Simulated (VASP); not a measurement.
# TiSi (Cmmm) in VASP: a series of runs

The runs below take TiSi through single point, with r2SCAN.

All numbers are computed with VASP 6.6.1; they aren't measurements. Logs are shortened: lines on timing, memory, paths and dates and some standing lists are left out, and cuts for length are marked.

**1. The cell of the first run**

Symmetry: Cmmm, No. 65, orthorhombic system. Conventional cell: a = 3.632 Å, b = 4.235 Å, c = 3.804 Å, α = 90.00°, β = 90.00°, γ = 90.00°. Ti (site symmetry mmm) has 8 Si at 2.63 to 2.85 Å and 8 Ti at 2.79 to 3.80 Å within 3.9 Å. Within 3.9 Å of Si (site symmetry mmm) lie 8 Ti at 2.63 to 2.85 Å and 8 Si at 2.79 to 3.80 Å.

**2. Single point, r2SCAN**

File POSCAR:

```
TiSi
1.0
    1.8161780000     -2.1176240000      0.0000000000
    1.8161780000      2.1176240000      0.0000000000
    0.0000000000      0.0000000000      3.8039340000
Ti Si
1 1
Direct
    0.5000000000      0.5000000000      0.0000000000
    0.0000000000      0.0000000000      0.5000000000
```

File INCAR.step1:

```
SYSTEM = TiSi
  ALGO = Normal
  EDIFF = 1E-4
  ENCUT = 520
  GGA = PE
  ISMEAR = 0
  LASPH = .True.
  LCHARG = .False.
  LREAL = .False.
  LWAVE = .True.
  NBANDS = 15
  NELM = 80
  PREC = Accurate
  SIGMA = 0.1
```

File INCAR.step2:

```
SYSTEM = TiSi
  ALGO = Normal
  EDIFF = 1E-6
  ENCUT = 520
  ISIF = 2
  ISMEAR = 0
  ISTART = 1
  LASPH = .True.
  LCHARG = .False.
  LMIXTAU = .True.
  LREAL = .False.
  LWAVE = .False.
  METAGGA = R2SCAN
  NBANDS = 15
  NELM = 80
  PREC = Accurate
  SIGMA = 0.1
```

File KPOINTS:

```
k-points
0
Gamma
  16 16 12
  0 0 0
```

Potentials or basis: VASP PAW PBE potentials, release 64 (Ti_sv, Si).

Started as:

```bash
cat potpaw_PBE.64/Ti_sv/POTCAR potpaw_PBE.64/Si/POTCAR > POTCAR
cp INCAR.step1 INCAR
mpirun -np 1 vasp_std > vasp.out
cp INCAR.step2 INCAR
mpirun -np 1 vasp_std > vasp.out
```

OUTCAR:

```text
SYSTEM = TiSi
   EDIFF = 1E-6
   ENCUT = 520
   ISIF = 2
   ISMEAR = 0
   ISTART = 1
   LASPH = .True.
   LREAL = .False.
   METAGGA = R2SCAN
   NELM = 80
   PREC = Accurate

 ion  position               nearest neighbor table
   1  0.500  0.500  0.000-   2 2.63   2 2.63   2 2.63   2 2.63   2 2.85   2 2.85   2 2.85   2 2.85

   2  0.000  0.000  0.500-   1 2.63   1 2.63   1 2.63   1 2.63   1 2.85   1 2.85   1 2.85   1 2.85

  LATTYP: Found a base centered orthorhombic cell.
 ALAT       =     3.6323560000
 B/A-ratio  =     1.1659782246
 C/A-ratio  =     1.0472360088

  Lattice vectors:

 A1 = (   1.8161780000,  -2.1176240000,   0.0000000000)
 A2 = (   1.8161780000,   2.1176240000,   0.0000000000)
 A3 = (   0.0000000000,   0.0000000000,   3.8039340000)

Analysis of symmetry for initial positions (statically):
=====================================================================
 Subroutine PRICEL returns:
 Original cell was already a primitive cell.

 Routine SETGRP: Setting up the symmetry group for a
 base centered orthorhombic supercell.

 Subroutine GETGRP returns: Found  8 space group operations
 (whereof  8 operations were pure point group operations)
 out of a pool of  8 trial point group operations.

The static configuration has the point symmetry D_2h.

Analysis of symmetry for dynamics (positions and initial velocities):
=====================================================================
 Subroutine PRICEL returns:
 Original cell was already a primitive cell.

 Routine SETGRP: Setting up the symmetry group for a
 base centered orthorhombic supercell.

 Subroutine GETGRP returns: Found  8 space group operations
 (whereof  8 operations were pure point group operations)
 out of a pool of  8 trial point group operations.

The dynamic configuration has the point symmetry D_2h.

 Subroutine INISYM returns: Found  8 space group operations
 (whereof  8 operations are pure point group operations),
 and found     1 'primitive' translations

----------------------------------------------------------------------------------------

                                     Primitive cell

  volume of cell :      29.2597

  direct lattice vectors                    reciprocal lattice vectors
     1.816178000 -2.117624000  0.000000000     0.275303412 -0.236113682  0.000000000
     1.816178000  2.117624000  0.000000000     0.275303412  0.236113682  0.000000000
     0.000000000  0.000000000  3.803934000     0.000000000  0.000000000  0.262885739

  length of vectors
     2.789773097  2.789773097  3.803934000     0.362686696  0.362686696  0.262885739

  position of ions in fractional coordinates (direct lattice)
     0.500000000  0.500000000  0.000000000
     0.000000000  0.000000000  0.500000000

  ion indices of the primitive-cell ions
   primitive index   ion index
                 1           1
                 2           2

----------------------------------------------------------------------------------------

 KPOINTS: k-points

Automatic generation of k-mesh.
 Grid dimensions read from file:
 generate k-points for:   16   16   12

 Generating k-lattice:

  Cartesian coordinates                     Fractional coordinates (reciprocal lattice)
     0.017206463 -0.014757105  0.000000000     0.062500000  0.000000000  0.000000000
     0.017206463  0.014757105  0.000000000     0.000000000  0.062500000  0.000000000
     0.000000000  0.000000000  0.021907145     0.000000000  0.000000000  0.083333333

  Length of vectors
     0.022667919  0.022667919  0.021907145

  Shift w.r.t. Gamma in fractional coordinates (k-lattice)
     0.000000000  0.000000000  0.000000000

 Subroutine IBZKPT returns following result:
 ===========================================

 Found    511 irreducible k-points:

 Following reciprocal coordinates:
            Coordinates               Weight
  0.000000  0.000000  0.000000      1.000000
  0.062500  0.000000  0.000000      4.000000
  0.125000  0.000000  0.000000      4.000000
  0.187500  0.000000  0.000000      4.000000
  0.250000  0.000000  0.000000      4.000000
  0.312500  0.000000  0.000000      4.000000
[... 16 lines left out ...]
 -0.125000  0.062500  0.000000      4.000000
 -0.062500  0.062500  0.000000      2.000000
 [... further k-points ...]
   k-points           NKPTS =    511   k-points in BZ     NKDIM =    511   number of bands    NBANDS=     15
   number of dos      NEDOS =    301   number of ions     NIONS =      2
   total plane-waves  NPLWV =  16128
   dimension x,y,z NGX =    24 NGY =   24 NGZ =   28
   dimension x,y,z NGXF=    48 NGYF=   48 NGZF=   56
   ions per type =               1   1
   NGX,Y,Z   is equivalent  to a cutoff of  14.30, 14.30, 12.24 a.u.
   NGXF,Y,Z  is equivalent  to a cutoff of  28.60, 28.60, 24.47 a.u.
 SYSTEM =  TiSi
   PREC   = accura    normal or accurate (medium, high low for compatibility)
   ISTART =      1    job   : 0-new  1-cont  2-samecut
   ICHARG =      0    charge: 1-file 2-atom 10-const
   ISPIN  =      1    spin polarized calculation?
   LNONCOLLINEAR =      F non collinear calculations
   LSORBIT =      F    spin-orbit coupling
   LASPH  =      T    aspherical Exc in radial PAW
   ENCUT  =  520.0 eV  38.22 Ry    6.18 a.u.   5.19  5.19  7.07*2*pi/ulx,y,z
   NELM   =     80;   NELMIN=  2; NELMDL=  0     # of ELM steps
   EDIFF  = 0.1E-05   stopping-criterion for ELM
   LREAL  =      F    real-space projection
   EDIFFG = 0.1E-04   stopping-criterion for IOM
   NSW    =      0    number of steps for IOM
   IBRION =     -1    ionic relax: 0-MD 1-quasi-New 2-CG
   NFREE  =      0    steps in history (QN), initial steepest desc. (CG)
   ISIF   =      2    stress and relaxation
   ISYM   =      2    0-nonsym 1-usesym 2-fastsym
   POTIM  = 0.5000    time-step for ionic-motion
   TEBEG  =    0.0;   TEEND  =   0.0 temperature during run
   PSTRESS=    0.0 pullay stress
   NELECT =      16.0000    total number of electrons
   NUPDOWN=      -1.0000    fix difference up-down
   EMIN   =  10.00;   EMAX   =-10.00  energy-range for DOS
   EFERMI =   0.00;   METHOD = LEGACY
   ISMEAR =     0;   SIGMA  =   0.10  broadening in eV -4-tet -1-fermi 0-gaus
   EFERMI_NEDOS =   21; number of points for ismear=-14 and -15
   IALGO  =     38    algorithm
   IMIX   =      4    mixing-type and parameters
     AMIX     =   0.40;   BMIX     =  1.00
     AMIX_MAG =   1.60;   BMIX_MAG =  1.00
  volume/ion in A,a.u.               =      14.63        98.73
  Fermi-wavevector in a.u.,A,eV,Ry     =   1.338725  2.529824 24.384157  1.792185
  Thomas-Fermi vector in A             =   2.467173
   LORBIT       =      0    0 simple, 1 ext, 2 COOP (PROOUT), +10 PAW based schemes
   METAGGA = R2SCAN    functional components
   LHFCALC =     F    Hartree Fock is set to
   AEXX    =    0.0000 exact exchange contribution
   IVDW    =     0    specifies the selected vdW correction
   LEPSILON=     F    determine dielectric tensor
   LRPA    =     F    only Hartree local field effects (RPA)
 non-spin polarized calculation
 Gauss-broadening in eV      SIGMA  =   0.10
  energy-cutoff  :      520.00
  volume of cell :       29.26
 maximum number of plane-waves:       814
 NGX is ok and might be reduce to    24
   NGX = 11   NGY = 11   NGZ = 15

 number of electron      16.0000004 magnetization

 Free energy of the ion-electron system (eV)
  ---------------------------------------------------
  ext. energy  EPLUGINS =         0.00000000
  ---------------------------------------------------
  free energy    TOTEN  =       -22.77959833 eV

  energy without entropy =      -22.77337842  energy(sigma->0) =      -22.77648838

 E-fermi :  10.1883     XC(G=0): -12.5907

 val. band max:       10.1880168765   @ k =  -0.3125   0.1875   0.5000
 cond. band min:      10.1884303393   @ k =   0.3750   0.3125   0.0833
 fundamental gap:      0.0004134628
 Fermi energy:        10.1882877501

 k-point     1 :       0.0000    0.0000    0.0000
  band No.  band energies     occupation
      1     -48.8835      2.00000
      2     -24.2635      2.00000
      3     -23.8212      2.00000
      4     -23.7150      2.00000
      5      -2.2636      2.00000
      6       7.6418      2.00000
      7       8.2671      2.00000
      8       8.8946      2.00000
      9      11.9814      0.00000
     10      12.7758      0.00000
     11      13.4175      0.00000
     12      15.6382      0.00000
     13      16.5297      0.00000
     14      16.9279      0.00000
     15      18.9839      0.00000

 k-point     2 :       0.0625    0.0000    0.0000
  band No.  band energies     occupation
      1     -48.8807      2.00000
      2     -24.2607      2.00000
      3     -23.8324      2.00000
      4     -23.7253      2.00000
      5      -2.1806      2.00000
      6       7.7065      2.00000
      7       8.2173      2.00000
      8       8.8950      2.00000
      9      12.0545      0.00000
     10      12.7857      0.00000
     11      13.3125      0.00000
     12      15.1561      0.00000
     13      16.3589      0.00000
     14      16.9419      0.00000
     15      19.5744      0.00000

 k-point     3 :       0.1250    0.0000    0.0000
  band No.  band energies     occupation
      1     -48.8727      2.00000
      2     -24.2526      2.00000
      3     -23.8773      2.00000
      4     -23.7412      2.00000
      5      -1.9332      2.00000
      6       7.8795      2.00000
      7       8.0806      2.00000
      8       8.8492      2.00000
      9      12.2494      0.00000
     10      12.8333      0.00000
     11      13.0561      0.00000
     12      13.9990      0.00000
     13      16.5218      0.00000
     14      16.9334      0.00000
     15      20.3931      0.00000
[... 343 lines left out ...]
 k-point    23 :      -0.1250    0.0625    0.0000
  band No.  band energies     occupation
      1     -48.8703      2.00000
      2     -24.2504      2.00000
      3     -23.8726      2.00000
      4     -23.7610      2.00000
      5      -1.9028      2.00000
      6       7.9237      2.00000
      7       8.1581      2.00000
      8       8.9860      2.00000
      9      11.8708      0.00000
     10      12.6658      0.00000
     11      13.1307      0.00000
     12      14.1480      0.00000
     13      16.4710      0.00000
     14      17.0205      0.00000
     15      20.6600      0.00000

 k-point    24 :      -0.0625    0.0625    0.0000
  band No.  band energies     occupation
      1     -48.8781      2.00000
      2     -24.2582      2.00000
      3     -23.8367      2.00000
      4     -23.7392      2.00000
      5      -2.1239      2.00000
      6       7.7598      2.00000
      7       8.2344      2.00000
      8       8.9594      2.00000
      9      11.8874      0.00000
     10      12.9514      0.00000
     11      13.0485      0.00000
     12      15.0089      0.00000
     13      16.3404      0.00000
     14      17.0016      0.00000
     15      19.8920      0.00000

 [... further k-points ...]
[... 5 lines left out ...]
  --------------------------------------------------------------------------------------
  -------------------------------------------------------------------------------------
  Total       -0.2434585     -0.4081855     -0.1561376      0.0000000      0.0000000      0.0000000
  in kB      -13.3310813    -22.3510486     -8.5496430      0.0000000      0.0000000      0.0000000
  external PRESSURE =     -14.7439243 kB  Pullay stress =       0.0000000 kB

 VOLUME and BASIS-vectors are now :
 -----------------------------------------------------------------------------
  energy-cutoff  :      520.00
  volume of cell :       29.26
      direct lattice vectors                 reciprocal lattice vectors
     1.816178000 -2.117624000  0.000000000     0.275303412 -0.236113682  0.000000000
     1.816178000  2.117624000  0.000000000     0.275303412  0.236113682  0.000000000
     0.000000000  0.000000000  3.803934000     0.000000000  0.000000000  0.262885739

 POSITION                                       TOTAL-FORCE (eV/Angst)
 -----------------------------------------------------------------------------------
      1.81618      0.00000      0.00000        -0.000000     -0.000000      0.000000
      0.00000      0.00000      1.90197         0.000000      0.000000      0.000000
 -----------------------------------------------------------------------------------
    total drift:                               -0.000000     -0.000000     -0.000000

  FREE ENERGIE OF THE ION-ELECTRON SYSTEM (eV)
  ---------------------------------------------------
  free  energy   TOTEN  =       -22.7795983277 eV

  energy  without entropy=      -22.7733784239  energy(sigma->0) =      -22.77648838
```

Wall time 3.7 min (1 thread of Intel Xeon 6975P-C (Granite Rapids), shared host); peak memory 0.33 GiB.

What came out:

```yaml
Free_energy: -22.7796 eV
Pressure: -1.5 GPa
Band_gap_on_the_k_mesh: zero (bands 8 and 9 overlap by 1.61 eV)
```

Caveat: the PAW data sets were made with another functional, which shifts forces and pressure a little.

**3. Single point, r2SCAN**

POSCAR is that of step 2.

File INCAR.step1:

```
SYSTEM = TiSi
PREC = Accurate
ENCUT = 520
ISMEAR = 0
SIGMA = 0.1
LREAL = .False.
LASPH = .True.
NELM = 80
NBANDS = 15
GGA = PE
ALGO = Normal
EDIFF = 1E-4
LWAVE = .True.
LCHARG = .False.
```

File INCAR.step2:

```
SYSTEM = TiSi
PREC = Accurate
ENCUT = 520
EDIFF = 1E-6
ISMEAR = 0
SIGMA = 0.1
LREAL = .False.
LASPH = .True.
NELM = 80
ALGO = Normal
ISIF = 2
LWAVE = .False.
LCHARG = .False.
METAGGA = R2SCAN
LMIXTAU = .True.
NBANDS = 15
ISTART = 1
```

File KPOINTS:

```
Automatic mesh
0
Gamma
  20 20 14
  0 0 0
```

Potentials or basis: VASP PAW PBE potentials, release 64 (Ti_sv, Si).

Started as:

```bash
cat potpaw_PBE.64/Ti_sv/POTCAR potpaw_PBE.64/Si/POTCAR > POTCAR
cp INCAR.step1 INCAR
mpirun -np 1 vasp_std > vasp.out
cp INCAR.step2 INCAR
mpirun -np 1 vasp_std > vasp.out
```

Wall time 6.8 min (1 thread of Intel Xeon 6975P-C (Granite Rapids), shared host); peak memory 0.48 GiB.

It converged, with:

```yaml
Free_energy: -22.7806 eV
Pressure: -1.4 GPa
Band_gap_on_the_k_mesh: zero (bands 8 and 9 overlap by 1.68 eV)
```

Stress tensor (GPa, compression positive):
```
-1.14  0.00  0.00
 0.00 -2.07  0.00
 0.00  0.00 -1.12
```

Levels at points of the mesh, in eV from the Fermi level:
| k point | band 6 | band 7 | band 8 | band 9 | band 10 | band 11 |
| --- | --- | --- | --- | --- | --- | --- |
| (0.00, 0.00, 0.00) | -2.55 | -1.92 | -1.30 | 1.79 | 2.58 | 3.23 |
| (0.50, 0.00, 0.00) | -6.79 | -3.03 | -0.91 | 1.94 | 2.55 | 4.38 |
| (0.50, 0.50, 0.00) | -4.12 | -1.75 | -1.29 | -0.82 | -0.31 | 3.21 |
| (0.00, 0.00, 0.50) | -6.94 | -0.98 | 0.67 | 0.68 | 1.90 | 3.33 |
| (0.50, 0.00, 0.50) | -5.25 | -2.96 | -1.87 | 1.54 | 2.04 | 2.12 |
| (0.50, 0.50, 0.50) | -4.00 | -3.62 | -3.20 | 2.33 | 2.56 | 2.69 |

Caveat: the PAW data sets were made with another functional, which shifts forces and pressure a little.
